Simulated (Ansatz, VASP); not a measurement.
## Ge: VASP beside Ansatz

```
CELL_PARAMETERS angstrom
0.00000 2.80106 2.80106
2.80106 0.00000 2.80106
2.80106 2.80106 0.00000
ATOMIC_POSITIONS crystal
Ge 0.00000 0.00000 0.00000
Ge 0.25000 0.25000 0.25000
```

Alike in both runs: task single point; functional HSE06; k mesh 4 × 4 × 4; occupations fermi-dirac, width 0.05 eV; no spin polarisation.

|  | VASP | Ansatz |
| --- | --- | --- |
| version | VASP 6.6.1 | Ansatz 0.2.0 development build |
| potentials or method | VASP PAW PBE potentials, release 64 (Ge_d) | plane waves, PAW datasets (generated soft set 1) |
| plane-wave cutoff (eV) | 520 | 420 |
| valence electrons in the cell | 28 | 28 |

```csv
,VASP,Ansatz,Ansatz less VASP
gap on the k mesh at the Fermi level (eV),0.99,0.99,-0.007
```

The k mesh is coarse, so the values compare programs but aren't converged.
